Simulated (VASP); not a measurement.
Runs of VASP 6.6.1 on AlP. Symmetry: F-43m, No. 216, cubic system. The conventional cell has a = 5.479 Å, b = 5.479 Å, c = 5.479 Å, α = 90.00°, β = 90.00°, γ = 90.00°. Within 3.1 Å of Al (site symmetry -43m) lie 4 P at 2.37 Å. Within 3.1 Å of P (site symmetry -43m) lie 4 Al at 2.37 Å. 

```csv
level,k mesh,cutoff (eV),smearing,grid for exact exchange (PRECFOCK),share of exact exchange,screening parameter,gap on the mesh (eV),pressure (GPa)
PBE-based screened hybrid with 15 % exact exchange,4 × 4 × 4,400,gaussian 0.01 eV,Normal,0.15,0.2078 1/Å,(c),(b)
PBEsol,6 × 6 × 6,500,gaussian 0.01 eV,-,-,-,(d),-0.3
PBE,6 × 6 × 6,500,methfessel-paxton 0.05 eV,-,-,-,1.60,(a)
PBE,5 × 5 × 5,500,gaussian 0.01 eV,-,-,-,1.83,1.4
PBE,2 × 2 × 2,500,gaussian 0.01 eV,-,-,-,1.40,7.2
PBE-based screened hybrid with 100 % exact exchange,4 × 4 × 4,400,gaussian 0.01 eV,Normal,1,0.5 1/Å,2.88,-2.4
PBE-based screened hybrid with 50 % exact exchange,4 × 4 × 4,400,gaussian 0.01 eV,Normal,0.5,0.1 1/Å,3.73,-2.1
```

Alike in all rows: task single point; potentials or basis VASP PAW PBE potentials, release 64 (Al, P); no spin polarisation; cell as given.

Problem. Estimate the missing entries.

Solution. (a) 1.3; (b) 0.6; (c) 2.00; (d) 1.45.

Caveats: some runs use coarse meshes; the PAW data sets were made with another functional, which shifts forces and pressure a little (at least some runs); an odd mesh through Γ misses points on the zone boundary, where band edges can lie (at least some runs).
